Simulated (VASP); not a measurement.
## Si3N4: electric field gradients with r2SCAN

The system is Si3N4.

```
Si N
1.0
     7.60150    0.00000    0.00000
    -3.80075    6.58309    0.00000
     0.00000    0.00000    2.90610
Si N
6 8
Cartesian
  5.1760 1.1460 0.7265
  1.5956 5.0556 2.1796
  4.0210 3.9096 0.7265
  -1.3753 5.4371 2.1796
  2.2052 1.5275 0.7265
  -0.2203 2.6735 2.1796
  -1.0261 2.1717 0.7265
  5.2076 0.1972 2.1796
  2.4330 4.6086 0.7265
  4.8269 4.4113 2.1796
  -1.4069 6.3859 0.7265
  1.3677 1.9745 2.1796
  3.8008 2.1944 0.7265
  0.0000 4.3887 2.1796
```

```
Program                : VASP 6.6.1
Task                   : electric field gradients
Functional             : r2SCAN
Potentials or basis    : VASP PAW PBE potentials, release 64 (Si, N)
Cutoff                 : 520 eV
k mesh                 : 4 × 4 × 10
Occupations            : fermi-dirac, width 0.02 eV
Spin                   : no spin polarisation
Dipole correction      : no
Further INCAR settings : ALGO = Normal; EDIFF = 1e-08; NBANDS = 45
```

```
Pressure                                : -0.1 GPa
Largest force                           : 0.037 eV/Å
Band gap on the k mesh                  : 4.99 eV (least direct gap 5.19 eV)
Largest electric field gradient by atom : Si +9.6; N -46.1, -46.3 (each value once) V/Å²
```

Forces in eV/Å, atoms in the order of the input:
```
Si   0.020  0.031  0.000
Si  -0.017  0.033  0.000
Si  -0.037  0.002  0.000
Si  -0.020 -0.031  0.000
Si   0.017 -0.033  0.000
Si   0.037 -0.002  0.000
N    0.028  0.015  0.000
N    0.001  0.032  0.000
N   -0.027  0.017  0.000
N   -0.028 -0.015  0.000
N   -0.001 -0.032  0.000
N    0.027 -0.017  0.000
N    0.000  0.000  0.000
N    0.000  0.000  0.000
```

Stress tensor (GPa, compression positive):
```
 0.04  0.00  0.00
 0.00  0.04  0.00
 0.00  0.00 -0.38
```

Levels at points of the mesh, in eV from the valence-band top:
```tsv
k point	band 28	band 29	band 30	band 31	band 32	band 33	band 34	band 35	band 36	band 37
(0.00, 0.00, 0.00)	-1.31	-1.31	-0.47	-0.40	-0.20	4.99	5.27	5.58	5.58	5.92
(0.50, 0.00, 0.00)	-1.73	-1.37	-0.79	-0.34	-0.26	5.28	5.39	5.56	5.97	6.33
(0.00, 0.00, 0.50)	-1.67	-1.67	-1.67	-1.38	-1.38	5.36	5.36	5.36	5.36	7.98
(0.50, 0.00, 0.50)	-1.94	-1.55	-1.55	-1.08	-1.08	5.46	5.46	6.52	6.52	6.93
```

Electric field gradients, principal values (V/Å²):
```csv
atom,least,middle,greatest (by size)
1 Si,-3.958,-5.631,9.589
2 Si,-3.958,-5.631,9.589
3 Si,-3.958,-5.631,9.589
4 Si,-3.958,-5.631,9.589
5 Si,-3.958,-5.631,9.589
6 Si,-3.958,-5.631,9.589
7 N,20.531,25.535,-46.066
8 N,20.531,25.534,-46.066
9 N,20.532,25.534,-46.066
10 N,20.531,25.535,-46.066
11 N,20.531,25.534,-46.066
12 N,20.532,25.534,-46.066
13 N,23.170,23.171,-46.341
14 N,23.170,23.171,-46.341
```

It took 8.7 min on 1 thread of Intel(R) Xeon(R) Platinum 8488C (Sapphire Rapids), with other jobs on the host, peak memory 0.36 GiB.

Caveat: without QUAD_EFG the Cq values of the log hold for a quadrupole moment of 1 mb, not for the nuclei; the PAW data sets were made with another functional, which shifts forces and pressure a little. A k mesh can miss the band edges.
